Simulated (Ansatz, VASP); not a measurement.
Two plane-wave programs on Ga4O

```
Ga O
1.0
     6.00533    0.00000    0.00000
    -3.00267    5.20077    0.00000
     0.00000    0.00000    2.77863
Ga O
4 1
Cartesian
  -1.5382 4.3553 1.3893
  0.0000 1.6910 1.3893
  1.5382 4.3553 1.3893
  3.0027 1.7336 1.3893
  0.0000 3.4672 0.0000
```

Alike in both runs: task relaxation of cell and atoms; functional PBE; k mesh 3 × 3 × 6; occupations gaussian, width 0.1 eV; no spin polarisation.

|  | VASP | Ansatz |
| --- | --- | --- |
| version | VASP 6.6.1 | Ansatz 0.2.0 |
| potentials or method | VASP PAW PBE potentials, release 64 (Ga_d, O), cutoff 600 eV | scalar-relativistic, plane waves, PAW |
| valence electrons in the cell | 58 | 58 |

Ansatz gave:

```
gap on the k mesh at the Fermi level, each at its own relaxed structure (eV) : none
relaxed volume (Å³/atom)                                                     : 17.87
relaxed cell length with the largest relative difference (Å)                 : 2.674
```

**Question.** Which values does VASP return?

**Answer.** gap on the k mesh at the Fermi level, each at its own relaxed structure (eV): none; relaxed volume (Å³/atom): 17.87; relaxed cell length with the largest relative difference (Å): 2.672.

A gap of «none» marks a metal or a gap that the smearing closes.

The k mesh is coarse, so the values compare programs but aren't converged.
